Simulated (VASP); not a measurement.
Ag, 3 atoms in the cell. Symmetry: P6/mmm, No. 191, hexagonal system. The conventional cell has a = 4.556 Å, b = 4.556 Å, c = 2.729 Å, α = 90.00°, β = 90.00°, γ = 120.00°. Ag (site symmetry 6/mmm) has 14 Ag at 2.73 to 2.96 Å within 3.6 Å. Ag (site symmetry -6m2) has 11 Ag at 2.63 to 2.96 Å within 3.5 Å. This isn't the form of Ag at room conditions, which is fcc.

| Item | Value |
| --- | --- |
| Program | VASP 6.6.1 |
| Task | single point |
| Functional | LDA |
| Potentials or basis | VASP PAW LDA potentials, release 64 (Ag) |
| Cutoff | 520 eV |
| k mesh | 9 × 9 × 13 |
| Occupations | fermi-dirac, width 0.1 eV |
| Spin | no spin polarisation |
| Dipole correction | no |
| Further INCAR settings | ALGO = Normal; EDIFF = 1e-06; NBANDS = 24 |

Potentials or basis: VASP PAW LDA potentials, release 64 (Ag).

Command:

```sh
$ cat potpaw_LDA.64/Ag/POTCAR > POTCAR
$ mpirun -np 1 vasp_std > vasp.out
```

Hardware: 1 thread of Intel Xeon 8259CL, with other jobs on the host.

Q: Estimate the wall time of this run.

A: It took 89 s on 1 thread of Intel Xeon 8259CL, on a shared host, peak memory 0.2 GiB. Counts: scf iterations 11, k points 84.
